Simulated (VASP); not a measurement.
## Zn: single point with LDA

Crystal: Zn.

```xyz
3
Lattice="2.2682 -1.3085 0.0000 2.2682 1.3085 0.0000 -1.5917 0.0000 7.3004" Properties=species:S:1:pos:R:3 pbc="T T T"
Zn    0.0000    0.0000    0.0000
Zn   -0.0523    0.0000    4.8584
Zn    2.9969    0.0000    2.4420
```

- Program: VASP 6.6.1
- Task: single point
- Functional: LDA
- Potentials or basis: VASP PAW LDA potentials, release 64 (Zn)
- Cutoff: 520 eV
- k mesh: 15 × 15 × 5
- Occupations: fermi-dirac, width 0.1 eV
- Spin: no spin polarisation

* Pressure: -4.6 GPa
* Largest force: 0.006 eV/Å
* Band gap on the k mesh: zero (bands 18 and 19 overlap by 4.54 eV)

Forces on the atoms (eV/Å):
```
Zn   0.000  0.000  0.000
Zn   0.004  0.000  0.005
Zn  -0.004  0.000 -0.005
```

Stress tensor (GPa, compression positive):
```
-5.70  0.00  0.11
 0.00 -6.08  0.00
 0.11  0.00 -1.91
```

Levels at points of the mesh, in eV from the Fermi level:
```tsv
k point	band 15	band 16	band 17	band 18	band 19	band 20	band 21	band 22
(0.00, 0.00, 0.00)	-7.33	-7.31	-7.07	-7.04	1.61	1.67	13.93	17.79
```

Run time: 5.5 min on 1 thread of Intel(R) Xeon(R) Platinum 8259CL CPU @ 2.50GHz (Skylake/Cascade Lake), on a shared host, peak memory 0.33 GiB.

Caveat: the cell stands under tension.
